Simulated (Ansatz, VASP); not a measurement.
# Li3ZrN2 in VASP and in Ansatz

```xyz
6
Lattice="3.9731 0.0000 0.0000 -1.9865 3.4408 0.0000 0.0000 0.0000 6.0692" Properties=species:S:1:pos:R:3 pbc="T T T"
Li    1.9865    0.0000    3.0346
Li   -0.9933    1.7204    3.0346
Li    0.9933    1.7204    3.0346
Zr    0.0000    0.0000    0.0000
N     0.0000    0.0000    4.0716
N     0.0000    0.0000    1.9976
```

Alike in both runs: functional PBE; k mesh 3 × 3 × 2; occupations gaussian, width 0.15 eV; no spin polarisation.

Ansatz relaxed the structure, and its values are those at the end. VASP's run is a single point on that final structure, the one shown.

|  | VASP | Ansatz |
| --- | --- | --- |
| version | VASP 6.6.1 | Ansatz 0.2.0 |
| potentials or method | VASP PAW PBE potentials, release 64 (Li_sv, Zr_sv, N), cutoff 750 eV | scalar-relativistic, plane waves, PAW |
| valence electrons in the cell | 31 | 31 |

Ansatz gave:

- gap on the k mesh at the Fermi level (eV): none
- pressure (GPa): 0.2
- rms of the force components (eV/Å): 0.002

Estimate VASP's values.

gap on the k mesh at the Fermi level (eV): none; pressure (GPa): 0.1; rms of the force components (eV/Å): 0.016.

A gap of «none» marks a metal or a gap that the smearing closes.

The k mesh is coarse, so the values compare programs but aren't converged.
